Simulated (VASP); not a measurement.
Set up this calculation in VASP 6.6.1, as the native input.

```yaml
Task: single point
Functional: LDA
Potentials_or_basis: VASP PAW LDA potentials, release 64 (Si, O)
Cutoff: 520 eV
k_mesh: 6 × 6 × 10
Occupations: gaussian, width 0.05 eV
Spin: no spin polarisation
Dipole_correction: no
Further_INCAR_settings: ALGO = Normal; EDIFF = 1e-06; NBANDS = 25
```

The structure of SiO2 lies in POSCAR:

```
SiO2
1.0
    3.9219278326      0.0000000000      0.0000000000
    0.0000000000      3.9219278326      0.0000000000
    0.0000000000      0.0000000000      2.6049444664
Si O
2 4
Direct
    0.5000000000      0.5000000000      0.5000000000
    0.0000000000      0.0000000000      0.0000000000
    0.6944252994      0.6944252994      0.0000000000
    0.1944252994      0.8055747006      0.5000000000
    0.3055747006      0.3055747006      0.0000000000
    0.8055747006      0.1944252994      0.5000000000
```

This cell differs from its parent crystal: volume 6.678 Å^3 an atom, c/a of the conventional cell 0.6642.

One way to write it, as run:

INCAR

```
  PREC = Accurate
  ENCUT = 520
  EDIFF = 1E-6
  ISMEAR = 0
  SIGMA = 0.05
  LREAL = False
  LASPH = True
  NELM = 80
  ALGO = Normal
  ISIF = 2
  LWAVE = False
  LCHARG = False
  NBANDS = 25
```

KPOINTS

```
regular mesh
0
Gamma
  6 6 10
```

Potentials or basis: VASP PAW LDA potentials, release 64 (Si, O).

Command:

```console
$ cat potpaw_LDA.64/Si/POTCAR potpaw_LDA.64/O/POTCAR > POTCAR
$ mpirun -np 1 vasp_std > vasp.out
```

Results of the run:

- Pressure: 61.0 GPa
- Largest force: 1.020 eV/Å
- Band gap on the k mesh: 6.29 eV, direct

Caveat: forces of over 1 eV/Å act on the atoms, so gaps and moduli don't describe the material at rest.

It took 35 s on 1 thread of Intel(R) Xeon(R) Platinum 8375C CPU @ 2.90GHz (Ice Lake), on a shared host, peak memory 0.16 GiB.
